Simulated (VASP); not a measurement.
# GaSbTe4 (P4/mmm) in VASP: notebook

GaSbTe4 is run at these levels: PBE; tasks: single point, relaxation of cell and atoms.

Everything below comes from runs of VASP 6.6.1. Logs are shortened: lines on timing, memory, paths and dates and some standing lists are left out, and cuts for length are marked.

## (1) The cell of the first run

It takes space group P4/mmm (No. 123, tetragonal). Conventional cell: a = 4.360 Å, b = 4.360 Å, c = 11.371 Å, α = 90.00°, β = 90.00°, γ = 90.00°. Within 2.7 Å of Ga (site symmetry 4/mmm) lie 2 Te at 2.04 Å. Sb (site symmetry 4/mmm) has 4 Te at 2.18 Å within 2.9 Å. Within 2.9 Å of Te (site symmetry mmm) lie 2 Sb at 2.18 Å. Te (site symmetry 4mm) has 1 Ga at 2.04 Å within 2.7 Å.

The cell was generated, and may not be a known phase.

## (2) Single point, PBE

INCAR

```
SYSTEM = GaSbTe4
ALGO = Normal
EDIFF = 1E-7
ENCUT = 520
GGA = PE
ISIF = 2
ISMEAR = 0
LASPH = .TRUE.
LCHARG = .FALSE.
LREAL = .FALSE.
LWAVE = .FALSE.
NBANDS = 30
NELM = 60
PREC = Accurate
SIGMA = 0.1
```

KPOINTS

```
k-points
0
G
  4 4 2
  0 0 0
```

POSCAR

```
GaSbTe4
1.0
    4.3595146800      0.0000000000      0.0000000000
    0.0000000000      4.3595146800      0.0000000000
    0.0000000000      0.0000000000     11.3709752000
Ga Sb Te
1 1 4
Direct
    0.0000000000      0.0000000000      0.0000000000
    0.0000000000      0.0000000000      0.5000000000
    0.5000000000      0.0000000000      0.5000000000
    0.0000000000      0.5000000000      0.5000000000
    0.0000000000      0.0000000000      0.1796219100
    0.0000000000      0.0000000000      0.8203780900
```

Potentials or basis: VASP PAW PBE potentials, release 64 (Ga_d, Sb, Te).

Run with:

```
$ cat potpaw_PBE.64/Ga_d/POTCAR potpaw_PBE.64/Sb/POTCAR potpaw_PBE.64/Te/POTCAR > POTCAR
$ mpirun -np 1 vasp_std > vasp.out
```

OUTCAR:

```text
SYSTEM = GaSbTe4
   EDIFF = 1E-7
   ENCUT = 520
   GGA = PE
   ISIF = 2
   ISMEAR = 0
   LASPH = .TRUE.
   LREAL = .FALSE.
   NELM = 60
   PREC = Accurate

 ion  position               nearest neighbor table
   1  0.000  0.000  0.000-   5 2.04   6 2.04
   2  0.000  0.000  0.500-   3 2.18   4 2.18   4 2.18   3 2.18   5 3.64   6 3.64
   3  0.500  0.000  0.500-   2 2.18   2 2.18   4 3.08   4 3.08   4 3.08   4 3.08
   4  0.000  0.500  0.500-   2 2.18   2 2.18   3 3.08   3 3.08   3 3.08   3 3.08
   5  0.000  0.000  0.180-   1 2.04   2 3.64
   6  0.000  0.000  0.820-   1 2.04   2 3.64

  LATTYP: Found a simple tetragonal cell.
 ALAT       =     4.3595146800
 C/A-ratio  =     2.6083121711

  Lattice vectors:

 A1 = (   4.3595146800,   0.0000000000,   0.0000000000)
 A2 = (   0.0000000000,   4.3595146800,   0.0000000000)
 A3 = (   0.0000000000,   0.0000000000,  11.3709752000)

Analysis of symmetry for initial positions (statically):
=====================================================================
 Subroutine PRICEL returns:
 Original cell was already a primitive cell.

 Routine SETGRP: Setting up the symmetry group for a
 simple tetragonal supercell.

 Subroutine GETGRP returns: Found 16 space group operations
 (whereof 16 operations were pure point group operations)
 out of a pool of 16 trial point group operations.

The static configuration has the point symmetry D_4h.

Analysis of symmetry for dynamics (positions and initial velocities):
=====================================================================
 Subroutine PRICEL returns:
 Original cell was already a primitive cell.

 Routine SETGRP: Setting up the symmetry group for a
 simple tetragonal supercell.

 Subroutine GETGRP returns: Found 16 space group operations
 (whereof 16 operations were pure point group operations)
 out of a pool of 16 trial point group operations.

The dynamic configuration has the point symmetry D_4h.

 Subroutine INISYM returns: Found 16 space group operations
 (whereof 16 operations are pure point group operations),
 and found     1 'primitive' translations

----------------------------------------------------------------------------------------

                                     Primitive cell

  volume of cell :     216.1096

  direct lattice vectors                    reciprocal lattice vectors
     4.359514680  0.000000000  0.000000000     0.229383331  0.000000000  0.000000000
[... 82 lines left out ...]
   LREAL  =      F    real-space projection
   EDIFFG = 0.1E-05   stopping-criterion for IOM
   NSW    =      0    number of steps for IOM
   IBRION =     -1    ionic relax: 0-MD 1-quasi-New 2-CG
   NFREE  =      0    steps in history (QN), initial steepest desc. (CG)
   ISIF   =      2    stress and relaxation
   ISYM   =      2    0-nonsym 1-usesym 2-fastsym
   POTIM  = 0.5000    time-step for ionic-motion
   TEBEG  =    0.0;   TEEND  =   0.0 temperature during run
   PSTRESS=    0.0 pullay stress
   NELECT =      42.0000    total number of electrons
   NUPDOWN=      -1.0000    fix difference up-down
   EMIN   =  10.00;   EMAX   =-10.00  energy-range for DOS
   EFERMI =   0.00;   METHOD = LEGACY
   ISMEAR =     0;   SIGMA  =   0.10  broadening in eV -4-tet -1-fermi 0-gaus
   EFERMI_NEDOS =   21; number of points for ismear=-14 and -15
   IALGO  =     38    algorithm
   IMIX   =      4    mixing-type and parameters
     AMIX     =   0.40;   BMIX     =  1.00
     AMIX_MAG =   1.60;   BMIX_MAG =  1.00
  volume/ion in A,a.u.               =      36.02       243.06
  Fermi-wavevector in a.u.,A,eV,Ry     =   0.948273  1.791976 12.234647  0.899221
  Thomas-Fermi vector in A             =   2.076445
   LORBIT       =      0    0 simple, 1 ext, 2 COOP (PROOUT), +10 PAW based schemes
   GGA     = PE    functional components
   LHFCALC =     F    Hartree Fock is set to
   AEXX    =    0.0000 exact exchange contribution
   IVDW    =     0    specifies the selected vdW correction
   LEPSILON=     F    determine dielectric tensor
   LRPA    =     F    only Hartree local field effects (RPA)
 non-spin polarized calculation
 Gauss-broadening in eV      SIGMA  =   0.10
  energy-cutoff  :      520.00
  volume of cell :      216.11
 maximum number of plane-waves:      5888
   NGX = 17   NGY = 17   NGZ = 43

 number of electron      42.0000023 magnetization

 Free energy of the ion-electron system (eV)
  ---------------------------------------------------
  ext. energy  EPLUGINS =         0.00000000
  ---------------------------------------------------
  free energy    TOTEN  =         1.26171784 eV

  energy without entropy =        1.29081943  energy(sigma->0) =        1.27626864

 E-fermi :   4.1396     XC(G=0):  -8.0081

 val. band max:        4.1308679579   @ k =   0.5000   0.2500   0.0000
 cond. band min:       4.1483520172   @ k =   0.2500   0.0000   0.0000
 fundamental gap:      0.0174840593
 Fermi energy:         4.1395730281

 k-point     1 :       0.0000    0.0000    0.0000
  band No.  band energies     occupation
      1     -13.8895      2.00000
      2     -12.2628      2.00000
      3     -11.4661      2.00000
      4     -11.4661      2.00000
      5     -11.1360      2.00000
      6     -11.1291      2.00000
[... 385 lines left out ...]
     29       9.2043      0.00000
     30       9.6060      0.00000

------------------------ aborting loop because EDIFF is reached ----------------------------------------

  FORCE on cell =-STRESS in cart. coord.  units (eV):
  Direction    XX          YY          ZZ          XY          YZ          ZX
  --------------------------------------------------------------------------------------
  -------------------------------------------------------------------------------------
  Total       75.4257967     75.4257967     40.6890526      0.0000000      0.0000000      0.0000000
  in kB      559.1862547    559.1862547    301.6575220      0.0000000      0.0000000      0.0000000
  external PRESSURE =     473.3433438 kB  Pullay stress =       0.0000000 kB

 VOLUME and BASIS-vectors are now :
 -----------------------------------------------------------------------------
  energy-cutoff  :      520.00
  volume of cell :      216.11
      direct lattice vectors                 reciprocal lattice vectors
     4.359514680  0.000000000  0.000000000     0.229383331  0.000000000  0.000000000
     0.000000000  4.359514680  0.000000000     0.000000000  0.229383331  0.000000000
     0.000000000  0.000000000 11.370975200     0.000000000  0.000000000  0.087943205

 POSITION                                       TOTAL-FORCE (eV/Angst)
 -----------------------------------------------------------------------------------
      0.00000      0.00000      0.00000         0.000000     -0.000000      0.000000
      0.00000      0.00000      5.68549         0.000000     -0.000000      0.000000
      2.17976      0.00000      5.68549         0.000000     -0.000000      0.000000
      0.00000      2.17976      5.68549         0.000000     -0.000000      0.000000
      0.00000      0.00000      2.04248        -0.000000      0.000000      9.618920
      0.00000      0.00000      9.32850         0.000000      0.000000     -9.618920
 -----------------------------------------------------------------------------------
    total drift:                               -0.000000     -0.000000      0.000000

  FREE ENERGIE OF THE ION-ELECTRON SYSTEM (eV)
  ---------------------------------------------------
  free  energy   TOTEN  =         1.2617178427 eV

  energy  without entropy=        1.2908194281  energy(sigma->0) =        1.27626864
```

OSZICAR:

```text
N       E                     dE             d eps       ncg     rms          rms(c)
DAV:   1     0.322883422675E+03    0.32288E+03   -0.16779E+04   736   0.130E+03
DAV:   2     0.366839881348E+02   -0.28620E+03   -0.27423E+03   830   0.288E+02
DAV:   3     0.149671284249E+01   -0.35187E+02   -0.34543E+02   908   0.102E+02
DAV:   4     0.313185499299E-01   -0.14654E+01   -0.14481E+01   946   0.218E+01
DAV:   5    -0.174180896120E-01   -0.48737E-01   -0.48731E-01  1086   0.368E+00    0.270E+01
DAV:   6     0.108033388791E+01    0.10978E+01   -0.14682E+00   840   0.554E+00    0.161E+01
DAV:   7     0.124854748064E+01    0.16821E+00   -0.80510E-01   800   0.427E+00    0.282E+00
DAV:   8     0.125622288498E+01    0.76754E-02   -0.97656E-02   884   0.161E+00    0.128E+00
DAV:   9     0.126111474883E+01    0.48919E-02   -0.18519E-02   898   0.575E-01    0.461E-01
DAV:  10     0.126164734717E+01    0.53260E-03   -0.60440E-03   844   0.355E-01    0.181E-01
DAV:  11     0.126175151201E+01    0.10416E-03   -0.96505E-04   874   0.138E-01    0.411E-02
DAV:  12     0.126172777448E+01   -0.23738E-04   -0.95177E-05   894   0.538E-02    0.313E-02
DAV:  13     0.126171955843E+01   -0.82160E-05   -0.26067E-05   924   0.230E-02    0.139E-02
DAV:  14     0.126171871331E+01   -0.84512E-06   -0.13452E-05   810   0.167E-02    0.524E-03
DAV:  15     0.126171821906E+01   -0.49426E-06   -0.14912E-06   912   0.654E-03    0.271E-03
DAV:  16     0.126171782684E+01   -0.39222E-06   -0.55391E-07   752   0.307E-03    0.112E-03
DAV:  17     0.126171784266E+01    0.15828E-07   -0.49932E-08   746   0.122E-03
   1 F= 0.12617178E+01 E0= 0.12762686E+01  d E =-.291016E-01
```

Wall time 72 s (1 thread of Intel Xeon Platinum 8259CL at 2.50GHz (Skylake/Cascade Lake), shared host); peak memory 0.33 GiB.

What came out:

- Free energy: 1.2617 eV
- Pressure: 47.3 GPa
- Largest force: 9.619 eV/Å
- Band gap on the k mesh: zero (bands 21 and 22 overlap by 0.71 eV)

Forces in eV/Å, atoms in the order of the input:
```
Ga   0.000  0.000  0.000
Sb   0.000  0.000  0.000
Te   0.000  0.000  0.000
Te   0.000  0.000  0.000
Te   0.000  0.000  9.619
Te   0.000  0.000 -9.619
```

Caveat: the k points lie up to 0.36 Å⁻¹ apart, too coarse for converged energies and pressures of a metal; spin-orbit coupling is left out, which moves the levels of the heavy elements; this functional lacks dispersion, which binds layers or chains, so the pressure and a relaxed spacing across them are unreliable; forces of over 1 eV/Å act on the atoms, so gaps and moduli don't describe the material at rest.

## (3) Single point, PBE

This run uses another cell than the first one, of 62.43 Å³/atom.

INCAR

```
SYSTEM = GaSbTe4
ALGO = Normal ; EDIFF = 1E-6
ENCUT = 520 ; GGA = PE
ISIF = 2 ; ISMEAR = 0
LASPH = .True. ; LCHARG = .False.
LREAL = .False. ; LWAVE = .False.
NBANDS = 30 ; NELM = 60
PREC = Accurate ; SIGMA = 0.1
```

KPOINTS

```
k-points
0
Gamma
  4 4 2
  0 0 0
```

POSCAR

```
GaSbTe4
1.0
    5.8016982660      0.0000000000      0.0000000000
    0.0000000000      5.8016982660      0.0000000000
    0.0000000000      0.0000000000     11.1283312283
Ga Sb Te
1 1 4
Direct
    0.0000000000      0.0000000000      0.0000000000
    0.0000000000      0.0000000000      0.5000000000
    0.5000000000      0.0000000000      0.5000000000
    0.0000000000      0.5000000000      0.5000000000
    0.0000000000      0.0000000000      0.2219740490
    0.0000000000      0.0000000000      0.7780259510
```

Potentials or basis: VASP PAW PBE potentials, release 64 (Ga_d, Sb, Te).

Run with:

```
$ cat potpaw_PBE.64/Ga_d/POTCAR potpaw_PBE.64/Sb/POTCAR potpaw_PBE.64/Te/POTCAR > POTCAR
$ mpirun -np 1 vasp_std > vasp.out
```

Run time: 2.3 min. Hardware: 1 thread of Intel Xeon Platinum 8259CL at 2.50GHz (Skylake/Cascade Lake), shared host; peak memory 0.54 GiB.

The run converged. Its results:

```
Free energy            : -16.4108 eV
Pressure               : 0.0 GPa
Largest force          : 0.012 eV/Å
Band gap on the k mesh : zero (bands 21 and 22 overlap by 0.66 eV)
```

Forces on the atoms (eV/Å):
```
Ga   0.000  0.000  0.000
Sb   0.000  0.000  0.000
Te   0.000  0.000  0.000
Te   0.000  0.000  0.000
Te   0.000  0.000  0.012
Te   0.000  0.000 -0.012
```

Levels at points of the mesh, in eV from the Fermi level:
```csv
k point,band 19,band 20,band 21,band 22,band 23,band 24
"(0.00, 0.00, 0.00)",-0.46,-0.45,-0.29,-0.29,1.93,2.18
"(0.50, 0.00, 0.00)",-0.63,-0.43,-0.05,0.15,0.92,1.69
"(0.50, 0.50, 0.00)",0.17,0.17,0.36,0.36,0.69,0.72
"(0.00, 0.00, 0.50)",-0.30,-0.30,-0.25,-0.25,0.46,2.98
"(0.50, 0.00, 0.50)",-0.53,-0.33,-0.23,0.08,0.18,0.99
"(0.50, 0.50, 0.50)",-0.75,-0.29,-0.29,0.51,0.51,0.72
```

Caveat: spin-orbit coupling is left out, which moves the levels of the heavy elements.

[end of part 1 of 2]
